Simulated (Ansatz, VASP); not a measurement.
## One calculation of MoS2, two programs

```
Mo S
1.0
     3.17477    0.00000    0.00000
    -1.58738    2.74943    0.00000
     0.00000    0.00000    5.80658
Mo S
1 2
Direct
  0.00000 0.00000 0.50000
  0.33333 0.66667 0.22908
  0.66667 0.33333 0.77092
```

Alike in both runs: task relaxation of cell and atoms; functional PBE; dispersion D3(BJ); k mesh 18 × 18 × 8; occupations gaussian, width 0.1 eV; no spin polarisation.

|  | VASP | Ansatz |
| --- | --- | --- |
| version | VASP 6.6.1 | Ansatz 0.2.0 |
| potentials or method | VASP PAW PBE potentials, release 64 (Mo_sv, S), cutoff 600 eV | scalar-relativistic, plane waves, PAW |
| valence electrons in the cell | 26 | 26 |

Ansatz gave:

- gap on the k mesh at the Fermi level, each at its own relaxed structure (eV): none
- relaxed volume (Å³/atom): 16.89
- relaxed cell length with the largest relative difference (Å): 5.807

Q: What did VASP give for the same quantities?

A: gap on the k mesh at the Fermi level, each at its own relaxed structure (eV): none; relaxed volume (Å³/atom): 16.88; relaxed cell length with the largest relative difference (Å): 5.805.

A gap of «none» marks a metal or a gap that the smearing closes.
